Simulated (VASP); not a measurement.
Wanted: the native input for a VASP 6.6.1 run.

| Quantity | Value |
| --- | --- |
| Task | single point |
| Functional | PBE |
| Potentials or basis | VASP PAW PBE potentials, release 64 (Si, N) |
| Cutoff | 520 eV |
| k mesh | 6 × 4 × 2 |
| Occupations | gaussian, width 0.1 eV |
| Spin | no spin polarisation |
| Dipole correction | no |
| Further INCAR settings | ALGO = Normal; EDIFF = 1e-06; NBANDS = 32 |

The structure of Si4N lies in POSCAR:

```
Si4N
1.0
    2.7567020479      0.0000000000      0.0000000000
   -0.9428001524      5.3050057484      0.0000000000
   -1.1881991857     -1.2433294381      9.0760007986
Si N
8 2
Direct
    0.3538815072      0.1837723430      0.2050338179
    0.9700706387      0.6307085438      0.0923806079
    0.2761313656      0.4369327477      0.4413283474
    0.5627851819      0.8167728894      0.3283005811
    0.2026286588      0.0339661846      0.5447021461
    0.8459448769      0.6595852661      0.6815594601
    0.3149999675      0.3270449915      0.8026873752
    0.4962774233      0.9340995099      0.8917812966
    0.0865201681      0.9592163949      0.0299631442
    0.3907602120      0.5179011291      0.9822632236
```

These files were run (other wordings do the same):

INCAR

```
SYSTEM = Si4N
ALGO = Normal ; EDIFF = 1E-6
ENCUT = 520 ; GGA = PE
ISIF = 2 ; ISMEAR = 0
LASPH = .TRUE. ; LCHARG = .TRUE.
LELF = .TRUE. ; LREAL = .FALSE.
LVHAR = .TRUE. ; LWAVE = .FALSE.
NBANDS = 32 ; NELM = 80
PREC = Accurate ; SIGMA = 0.1
```

KPOINTS

```
k-points
0
G
  6 4 2
  0 0 0
```

Potentials or basis: VASP PAW PBE potentials, release 64 (Si, N).

The run is started by

```console
$ cat potpaw_PBE.64/Si/POTCAR potpaw_PBE.64/N/POTCAR > POTCAR
$ mpirun -np 1 vasp_std > vasp.out
```

Results of the run:

* Pressure: 0.8 GPa
* Largest force: 0.597 eV/Å
* Band gap on the k mesh: zero (band 21 reaches 11.96 eV, above the bottom of band 22 at 8.10 eV)

Caveat: the k points lie up to 0.39 Å⁻¹ apart.

Run time: 60 s on 1 thread of Intel(R) Xeon(R) 6975P-C (Granite Rapids) (shared host), peak memory 0.27 GiB.
